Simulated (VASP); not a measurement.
# HfN (P1) in VASP: single point with r2SCAN

Aim: the single point of HfN with r2SCAN.

All numbers are computed with VASP 6.6.1; they aren't measurements. Logs are shortened: lines on timing, memory, paths and dates and some standing lists are left out, and cuts for length are marked.

## Step 1: The cell of the first run

The typed cell holds 2 atoms: a = 3.459 Å, b = 3.459 Å, c = 3.459 Å, α = 60.00°, β = 60.00°, γ = 60.00°.

## Step 2: Single point, r2SCAN (atoms moved at random)

POSCAR

```
HfN
1.0
    0.0000000000      2.4458088209      2.4458088209
    2.4458088209      0.0000000000      2.4458088209
    2.4458088209      2.4458088209      0.0000000000
Hf N
1 1
Direct
    0.0143606777     -0.0821331158      0.0145706987
    0.7356393223      0.8321331158      0.7354293013
```

INCAR.step1

```
PREC = Accurate
ENCUT = 520
ISMEAR = 0
SIGMA = 0.15
LREAL = F
LASPH = T
NELM = 80
NBANDS = 14
GGA = PE
ALGO = Normal
EDIFF = 1E-4
LWAVE = T
LCHARG = F
```

INCAR.step2

```
PREC = Accurate
ENCUT = 520
EDIFF = 1E-6
ISMEAR = 0
SIGMA = 0.15
LREAL = F
LASPH = T
NELM = 80
ALGO = Normal
ISIF = 2
LWAVE = F
LCHARG = F
METAGGA = R2SCAN
LMIXTAU = T
NBANDS = 14
ISTART = 1
```

KPOINTS

```
regular mesh
0
Gamma
  12 12 12
```

Potentials or basis: VASP PAW PBE potentials, release 64 (Hf_pv, N).

The run is started by

```bash
$ cat potpaw_PBE.64/Hf_pv/POTCAR potpaw_PBE.64/N/POTCAR > POTCAR
$ cp INCAR.step1 INCAR
$ mpirun -np 1 vasp_std > vasp.out
$ cp INCAR.step2 INCAR
$ mpirun -np 1 vasp_std > vasp.out
```

OUTCAR:

```text
PREC = Accurate
   ENCUT = 520
   EDIFF = 1E-6
   ISMEAR = 0
   LREAL = F
   LASPH = T
   NELM = 80
   ISIF = 2
   METAGGA = R2SCAN
   ISTART = 1

 ion  position               nearest neighbor table
   1  0.014  0.918  0.015-   2 1.86   2 2.09   2 2.09   2 2.59
   2  0.736  0.832  0.735-   1 1.86   1 2.09   1 2.09   1 2.59

  LATTYP: Found a face centered cubic cell.
 ALAT       =     4.8916176418

  Lattice vectors:

 A1 = (   0.0000000000,   2.4458088209,   2.4458088209)
 A2 = (   2.4458088209,   0.0000000000,   2.4458088209)
 A3 = (   2.4458088209,   2.4458088209,   0.0000000000)

Analysis of symmetry for initial positions (statically):
=====================================================================
 Subroutine PRICEL returns:
 Original cell was already a primitive cell.

 Routine SETGRP: Setting up the symmetry group for a
 face centered cubic supercell.

 Subroutine GETGRP returns: Found  1 space group operations
 (whereof  1 operations were pure point group operations)
 out of a pool of 48 trial point group operations.

The static configuration has the point symmetry C_1 .

Analysis of symmetry for dynamics (positions and initial velocities):
=====================================================================
 Subroutine PRICEL returns:
 Original cell was already a primitive cell.

 Routine SETGRP: Setting up the symmetry group for a
 face centered cubic supercell.

 Subroutine GETGRP returns: Found  1 space group operations
 (whereof  1 operations were pure point group operations)
 out of a pool of 48 trial point group operations.

The dynamic configuration has the point symmetry C_1 .

 Subroutine INISYM returns: Found  1 space group operations
 (whereof  1 operations are pure point group operations),
 and found     1 'primitive' translations

----------------------------------------------------------------------------------------

                                     Primitive cell

  volume of cell :      29.2616

  direct lattice vectors                    reciprocal lattice vectors
     0.000000000  2.445808821  2.445808821    -0.204431350  0.204431350  0.204431350
     2.445808821  0.000000000  2.445808821     0.204431350 -0.204431350  0.204431350
     2.445808821  2.445808821  0.000000000     0.204431350  0.204431350 -0.204431350

  length of vectors
     3.458896005  3.458896005  3.458896005     0.354085485  0.354085485  0.354085485

  position of ions in fractional coordinates (direct lattice)
     0.014360678  0.917866884  0.014570699
     0.735639322  0.832133116  0.735429301

  ion indices of the primitive-cell ions
   primitive index   ion index
                 1           1
                 2           2

----------------------------------------------------------------------------------------

 KPOINTS: regular mesh

Automatic generation of k-mesh.
 Grid dimensions read from file:
 generate k-points for:   12   12   12

 Generating k-lattice:

  Cartesian coordinates                     Fractional coordinates (reciprocal lattice)
    -0.017035946  0.017035946  0.017035946     0.083333333  0.000000000  0.000000000
     0.017035946 -0.017035946  0.017035946     0.000000000  0.083333333  0.000000000
     0.017035946  0.017035946 -0.017035946     0.000000000  0.000000000  0.083333333

  Length of vectors
     0.029507124  0.029507124  0.029507124

  Shift w.r.t. Gamma in fractional coordinates (k-lattice)
     0.000000000  0.000000000  0.000000000

 Subroutine IBZKPT returns following result:
 ===========================================

 Found    868 irreducible k-points:

 Following reciprocal coordinates:
            Coordinates               Weight
  0.000000  0.000000  0.000000      1.000000
  0.083333  0.000000  0.000000      2.000000
  0.000000  0.083333  0.000000      2.000000
  0.000000  0.000000  0.083333      2.000000
  0.083333  0.083333  0.083333      2.000000
  0.166667  0.000000  0.000000      2.000000
[... 16 lines left out ...]
  0.000000  0.500000  0.000000      1.000000
  0.000000  0.000000  0.500000      1.000000
 [... further k-points ...]
   k-points           NKPTS =    868   k-points in BZ     NKDIM =    868   number of bands    NBANDS=     14
   number of dos      NEDOS =    301   number of ions     NIONS =      2
   total plane-waves  NPLWV =  21952
   dimension x,y,z NGX =    28 NGY =   28 NGZ =   28
   dimension x,y,z NGXF=    56 NGYF=   56 NGZF=   56
   ions per type =               1   1
   NGX,Y,Z   is equivalent  to a cutoff of  13.46, 13.46, 13.46 a.u.
   NGXF,Y,Z  is equivalent  to a cutoff of  26.92, 26.92, 26.92 a.u.
 SYSTEM =  unknown system
   PREC   = accura    normal or accurate (medium, high low for compatibility)
   ISTART =      1    job   : 0-new  1-cont  2-samecut
   ICHARG =      0    charge: 1-file 2-atom 10-const
   ISPIN  =      1    spin polarized calculation?
   LNONCOLLINEAR =      F non collinear calculations
   LSORBIT =      F    spin-orbit coupling
   LASPH  =      T    aspherical Exc in radial PAW
   ENCUT  =  520.0 eV  38.22 Ry    6.18 a.u.   6.43  6.43  6.43*2*pi/ulx,y,z
   NELM   =     80;   NELMIN=  2; NELMDL=  0     # of ELM steps
   EDIFF  = 0.1E-05   stopping-criterion for ELM
   LREAL  =      F    real-space projection
   EDIFFG = 0.1E-04   stopping-criterion for IOM
   NSW    =      0    number of steps for IOM
   IBRION =     -1    ionic relax: 0-MD 1-quasi-New 2-CG
   NFREE  =      0    steps in history (QN), initial steepest desc. (CG)
   ISIF   =      2    stress and relaxation
   ISYM   =      2    0-nonsym 1-usesym 2-fastsym
   POTIM  = 0.5000    time-step for ionic-motion
   TEBEG  =    0.0;   TEEND  =   0.0 temperature during run
   PSTRESS=    0.0 pullay stress
   NELECT =      15.0000    total number of electrons
   NUPDOWN=      -1.0000    fix difference up-down
   EMIN   =  10.00;   EMAX   =-10.00  energy-range for DOS
   EFERMI =   0.00;   METHOD = LEGACY
   ISMEAR =     0;   SIGMA  =   0.15  broadening in eV -4-tet -1-fermi 0-gaus
   EFERMI_NEDOS =   21; number of points for ismear=-14 and -15
   IALGO  =     38    algorithm
   IMIX   =      4    mixing-type and parameters
     AMIX     =   0.40;   BMIX     =  1.00
     AMIX_MAG =   1.60;   BMIX_MAG =  1.00
  volume/ion in A,a.u.               =      14.63        98.73
  Fermi-wavevector in a.u.,A,eV,Ry     =   1.310205  2.475929 23.356283  1.716638
  Thomas-Fermi vector in A             =   2.440752
   LORBIT       =      0    0 simple, 1 ext, 2 COOP (PROOUT), +10 PAW based schemes
   METAGGA = R2SCAN    functional components
   LHFCALC =     F    Hartree Fock is set to
   AEXX    =    0.0000 exact exchange contribution
   IVDW    =     0    specifies the selected vdW correction
   LEPSILON=     F    determine dielectric tensor
   LRPA    =     F    only Hartree local field effects (RPA)
 non-spin polarized calculation
 Gauss-broadening in eV      SIGMA  =   0.15
  energy-cutoff  :      520.00
  volume of cell :       29.26
 maximum number of plane-waves:       817
 NGX is ok and might be reduce to    28
   NGX = 13   NGY = 13   NGZ = 13

 number of electron      15.0000001 magnetization

 Free energy of the ion-electron system (eV)
  ---------------------------------------------------
  ext. energy  EPLUGINS =         0.00000000
  ---------------------------------------------------
  free energy    TOTEN  =       -56.67228364 eV

  energy without entropy =      -56.66168877  energy(sigma->0) =      -56.66698621

 E-fermi :   5.4997     XC(G=0): -11.9543

 val. band max:        5.4935016604   @ k =   0.5000   0.2500   0.0000
 cond. band min:       5.5018692133   @ k =   0.1667   0.0833  -0.2500
 fundamental gap:      0.0083675529
 Fermi energy:         5.4996843172

 k-point     1 :       0.0000    0.0000    0.0000
  band No.  band energies     occupation
      1     -26.4647      2.00000
      2     -26.3604      2.00000
      3     -26.3249      2.00000
      4     -11.4175      2.00000
      5      -0.3576      2.00000
      6      -0.1711      2.00000
      7       1.5792      2.00000
      8       4.4622      2.00000
      9       8.1130      0.00000
     10       8.2280      0.00000
     11      10.2121      0.00000
     12      15.4578      0.00000
     13      15.5661      0.00000
     14      17.3371      0.00000

 k-point     2 :       0.0833    0.0000    0.0000
  band No.  band energies     occupation
      1     -26.4802      2.00000
      2     -26.3723      2.00000
      3     -26.3466      2.00000
      4     -11.3166      2.00000
      5      -0.4486      2.00000
      6      -0.0743      2.00000
      7       1.5026      2.00000
      8       4.6923      2.00000
      9       7.9918      0.00000
     10       8.2685      0.00000
     11      10.4680      0.00000
     12      15.0637      0.00000
     13      15.4425      0.00000
     14      17.3368      0.00000

 k-point     3 :       0.0000    0.0833    0.0000
  band No.  band energies     occupation
      1     -26.4713      2.00000
      2     -26.3847      2.00000
      3     -26.3285      2.00000
      4     -11.3679      2.00000
      5      -0.3590      2.00000
      6      -0.1592      2.00000
      7       1.2416      2.00000
      8       5.0441      1.99998
      9       8.1404      0.00000
     10       8.2474      0.00000
     11      10.0740      0.00000
     12      15.5026      0.00000
     13      15.5129      0.00000
     14      17.3369      0.00000
[... 324 lines left out ...]
 k-point    23 :       0.0000    0.5000    0.0000
  band No.  band energies     occupation
      1     -26.7593      2.00000
      2     -26.5089      2.00000
      3     -26.3774      2.00000
      4     -10.7860      2.00000
      5      -0.4813      2.00000
      6      -0.0556      2.00000
      7       0.0838      2.00000
      8       8.2705      0.00000
      9       9.3403      0.00000
     10       9.7268      0.00000
     11      11.4068      0.00000
     12      13.5811      0.00000
     13      14.3935      0.00000
     14      14.6306      0.00000

 k-point    24 :       0.0000    0.0000    0.5000
  band No.  band energies     occupation
      1     -26.9230      2.00000
      2     -26.5118      2.00000
      3     -26.4090      2.00000
      4     -10.0121      2.00000
      5      -0.4691      2.00000
      6       0.6743      2.00000
      7       1.6274      2.00000
      8       6.5376      0.00000
      9       7.4207      0.00000
     10       8.8257      0.00000
     11      10.4657      0.00000
     12      11.7119      0.00000
     13      13.0127      0.00000
     14      16.6715      0.00000

 [... further k-points ...]
[... 5 lines left out ...]
  --------------------------------------------------------------------------------------
  -------------------------------------------------------------------------------------
  Total        2.1697859      4.1421344      2.1596191      3.1816665      3.1648751      0.8866037
  in kB      118.8036968    226.7969742    118.2470258    174.2078477    173.2884579     48.5447888
  external PRESSURE =     154.6158989 kB  Pullay stress =       0.0000000 kB

 VOLUME and BASIS-vectors are now :
 -----------------------------------------------------------------------------
  energy-cutoff  :      520.00
  volume of cell :       29.26
      direct lattice vectors                 reciprocal lattice vectors
     0.000000000  2.445808821  2.445808821    -0.204431350  0.204431350  0.204431350
     2.445808821  0.000000000  2.445808821     0.204431350 -0.204431350  0.204431350
     2.445808821  2.445808821  0.000000000     0.204431350  0.204431350 -0.204431350

 POSITION                                       TOTAL-FORCE (eV/Angst)
 -----------------------------------------------------------------------------------
      2.28056      0.07076      2.28005         2.968699      2.098818      2.984077
      3.83396      3.59795      3.83447        -2.968699     -2.098818     -2.984077
 -----------------------------------------------------------------------------------
    total drift:                                0.000057      0.000009      0.000056

  FREE ENERGIE OF THE ION-ELECTRON SYSTEM (eV)
  ---------------------------------------------------
  free  energy   TOTEN  =       -56.6722836421 eV

  energy  without entropy=      -56.6616887708  energy(sigma->0) =      -56.66698621
```

Run time: 8.7 min. Hardware: 1 thread of Intel Xeon 6975P-C (Granite Rapids), shared host; peak memory 0.47 GiB.

Results:

```yaml
Free_energy: -56.6723 eV
Pressure: 15.5 GPa
Largest_force: 4.704 eV/Å
Band_gap_on_the_k_mesh: zero (an odd number of electrons rules out a gap without spin polarisation)
```

Forces on the atoms (eV/Å):
```
Hf   2.969  2.099  2.984
N   -2.969 -2.099 -2.984
```

Levels at points of the mesh, in eV from the Fermi level:
| k point | band 5 | band 6 | band 7 | band 8 | band 9 | band 10 | band 11 | band 12 |
| --- | --- | --- | --- | --- | --- | --- | --- | --- |
| (0.00, 0.00, 0.00) | -5.86 | -5.67 | -3.92 | -1.04 | 2.61 | 2.73 | 4.71 | 9.96 |
| (0.50, 0.00, 0.00) | -5.97 | -4.83 | -3.87 | 1.04 | 1.92 | 3.33 | 4.97 | 6.22 |
| (0.00, 0.50, 0.00) | -5.98 | -5.56 | -5.42 | 2.77 | 3.84 | 4.23 | 5.91 | 8.08 |
| (0.00, 0.00, 0.50) | -5.97 | -4.83 | -3.87 | 1.04 | 1.92 | 3.33 | 4.97 | 6.21 |
| (0.50, 0.50, 0.50) | -5.74 | -4.61 | -3.30 | 0.19 | 1.30 | 3.01 | 4.73 | 5.15 |
| (0.50, 0.50, 0.00) | -6.57 | -4.23 | -3.69 | -0.21 | 3.29 | 4.71 | 5.30 | 5.79 |
| (0.00, 0.50, 0.50) | -6.58 | -4.23 | -3.69 | -0.20 | 3.28 | 4.71 | 5.30 | 5.79 |
| (0.50, 0.00, 0.50) | -6.76 | -4.46 | -3.32 | -0.27 | 2.98 | 4.56 | 5.08 | 5.61 |

Caveat: the cell differs from its parent crystal (atoms moved at random); the stress differs along the axes, from 12 to 23 GPa; the PAW data sets were made with another functional, which shifts forces and pressure a little; spin-orbit coupling is left out, which moves the levels of the heavy elements; an odd number of electrons without spin polarisation forces a metal; a magnetic or distorted state may lie lower.
